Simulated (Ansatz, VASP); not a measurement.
**ZnO in VASP and in Ansatz**

```
CELL_PARAMETERS angstrom
3.14830 0.00000 0.00000
-1.57415 2.72650 0.00000
0.00000 0.00000 5.50486
ATOMIC_POSITIONS crystal
Zn 0.33333 0.66667 0.00150
Zn 0.66667 0.33333 0.50150
O 0.33333 0.66667 0.38060
O 0.66667 0.33333 0.88060
```

Change from the starting cell: strain -0.040 along x and y, +0.040 along z, atoms carried along.

Alike in both runs: task single point; functional PBE; k mesh 12 × 12 × 6; occupations gaussian, width 0.05 eV; no spin polarisation.

```csv
,VASP,Ansatz
version,VASP 6.6.1,Ansatz 0.2.0
potentials or method,"VASP PAW PBE potentials, release 64 (Zn, O_h), cutoff 1340 eV","scalar-relativistic, plane waves, PAW"
valence electrons in the cell,36,36
```

```csv
,VASP,Ansatz,Ansatz less VASP
gap on the k mesh at the Fermi level (eV),0.64,0.65,+0.013
least direct gap on the mesh (eV),0.64,0.65,+0.013
pressure (GPa),8.3,7.4,-0.96
"traceless stress, the component that is largest in VASP (GPa)",-11.87,-11.45,+0.425
rms of the force components (eV/Å),0.358,0.331,-0.0267
```

Atom by atom the forces differ by 0.027 eV/Å (rms over components).
